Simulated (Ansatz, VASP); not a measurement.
# AlRu: VASP beside Ansatz

The input INCAR:

```
SYSTEM = AlRu
  ALGO = Fast
  EDIFF = 1E-7
  ENCUT = 520
  GGA = PE
  ISIF = 2
  ISMEAR = 0
  LASPH = .True.
  LCHARG = .True.
  LELF = .True.
  LREAL = .False.
  LVHAR = .True.
  LWAVE = .False.
  NBANDS = 16
  NELM = 60
  PREC = Accurate
  SIGMA = 0.15
```

KPOINTS

```
k-points
0
Gamma
  20 20 20
  0 0 0
```

Contents of POSCAR:

```
AlRu
1.0
    2.7787783703      0.0000000000      0.0000000000
    0.0000000000      3.2293910789      0.0000000000
    0.0000000000      0.0000000000      3.0040847246
Al Ru
1 1
Direct
    0.0000000000      0.0000000000      0.0000000000
    0.5000000000      0.5000000000      0.5000000000
```

Input for Ansatz:

```yaml
crystal:
  lattice:
    - [2.7787783703, 0.0, 0.0]
    - [0.0, 3.2293910789, 0.0]
    - [0.0, 0.0, 3.0040847246]
  atoms:
    - { symbol: Al, position: [0.0, 0.0, 0.0] }
    - { symbol: Ru, position: [0.5, 0.5, 0.5] }
basis:
  ecutwfc: 420
kpoints:
  mp_grid: { grid: [20, 20, 20] }
hamiltonian:
  xc: pbe
scf:
  occupations: { method: gaussian, width: 0.15 }
output:
  forces: true
  stress: true
  eigenvalues: true
```

Change from the starting cell: strain -0.0750 x Voigt [1, -1, 0, 0, 0, 0], atoms carried along.

Alike in both runs: task single point; functional PBE; k mesh 20 × 20 × 20; occupations gaussian, width 0.15 eV; no spin polarisation.

|  | VASP | Ansatz |
| --- | --- | --- |
| version | VASP 6.6.1 | Ansatz 0.2.0 |
| potentials or method | VASP PAW PBE potentials, release 64 (Al, Ru_pv), cutoff 520 eV | scalar-relativistic, plane waves, PAW |
| valence electrons in the cell | 17 | 19 |

|  | VASP | Ansatz | Ansatz less VASP |
| --- | --- | --- | --- |
| gap on the k mesh at the Fermi level (eV) | none | none | - |
| pressure (GPa) | 3.1 | 3.1 | +0.03 |
| traceless stress, the component that is largest in VASP (GPa) | 14.83 | 14.83 | -0.007 |

A gap of «none» marks a metal or a gap that the smearing closes. The functional is the same, so the differences come from potentials, cutoffs and numerics. VASP's potentials hold 17 valence electrons a cell and Ansatz's 19, so a difference there can come from the potentials and not from the codes.
